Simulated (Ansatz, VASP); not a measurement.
## Two plane-wave programs on KMgF3

The input INCAR:

```
ALGO = Normal ; EDIFF = 1E-7
EDIFFG = -0.02 ; ENCUT = 750
GGA = RP ; GGA_COMPAT = False
IBRION = 2 ; ISIF = 3
ISMEAR = 0 ; LASPH = True
LCHARG = False ; LREAL = False
LWAVE = False ; NELM = 120
NELMIN = 4 ; NSW = 100
PREC = Accurate ; SIGMA = 0.01
```

KPOINTS

```
k-points
0
Gamma
  6 6 6
```

POSCAR

```
KMgF3
1.0
    3.9859000000      0.0000000000      0.0000000000
    0.0000000000      3.9859000000      0.0000000000
    0.0000000000      0.0000000000      3.9859000000
K Mg F
1 1 3
Direct
    0.5000000000      0.5000000000      0.5000000000
    0.0000000000      0.0000000000      0.0000000000
    0.5000000000      0.0000000000      0.0000000000
    0.0000000000      0.5000000000      0.0000000000
    0.0000000000      0.0000000000      0.5000000000
```

Input for Ansatz:

```yaml
crystal:
  lattice:
    - [3.9859, 0.0, 0.0]
    - [0.0, 3.9859, 0.0]
    - [0.0, 0.0, 3.9859]
  atoms:
    - { symbol: K, position: [0.5, 0.5, 0.5] }
    - { symbol: Mg, position: [0.0, 0.0, 0.0] }
    - { symbol: F, position: [0.5, 0.0, 0.0] }
    - { symbol: F, position: [0.0, 0.5, 0.0] }
    - { symbol: F, position: [0.0, 0.0, 0.5] }
kpoints:
  mp_grid:
    grid: [6, 6, 6]
hamiltonian:
  xc: rpbe
  dispersion: none
scf:
  occupations:
    method: fixed
relax:
  f_tol: 0.02
  max_steps: 100
  cell: {}
```

Alike in both runs: task relaxation of cell and atoms; functional RPBE; k mesh 6 × 6 × 6; no spin polarisation.

```csv
,VASP,Ansatz
version,VASP 6.6.1,Ansatz 0.2.0
potentials or method,"VASP PAW PBE potentials, release 64 (K_sv, Mg_sv, F)","plane waves, PAW"
plane-wave cutoff (eV),750,420
occupations,"gaussian, width 0.01 eV",fixed
valence electrons in the cell,40,40
```

```csv
,VASP,Ansatz,Ansatz less VASP
relaxed volume (Å³/atom),14.08,14.16,+0.076
relaxed cell length with the largest relative difference (Å),4.129,4.137,+0.0074
```

VASP's potentials were made for PBE, not for RPBE.
